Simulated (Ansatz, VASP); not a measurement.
One calculation of AlN, two programs

```
Al N
1.0
     0.00000    2.18399    2.18399
     2.18399    0.00000    2.18399
     2.18399    2.18399    0.00000
Al N
1 1
Direct
  0.00000 0.00000 0.00000
  0.75000 0.75000 0.75000
```

Alike in both runs: task single point; functional LDA; k mesh 8 × 8 × 8; occupations gaussian, width 0.1 eV; no spin polarisation.

|  | VASP | Ansatz |
| --- | --- | --- |
| version | VASP 6.6.1 | Ansatz 0.2.0 |
| potentials or method | VASP PAW LDA potentials, release 64 (Al, N), cutoff 600 eV | scalar-relativistic, plane waves, PAW |
| valence electrons in the cell | 8 | 8 |

|  | VASP | Ansatz | Ansatz less VASP |
| --- | --- | --- | --- |
| gap on the k mesh at the Fermi level (eV) | 3.22 | 3.24 | +0.020 |
| least direct gap on the mesh (eV) | 4.23 | 4.23 | -0.006 |
| pressure (GPa) | -3.1 | -3.6 | -0.49 |

LDA's correlation is that of Perdew and Zunger in VASP and of Perdew and Wang (1992) in Ansatz.
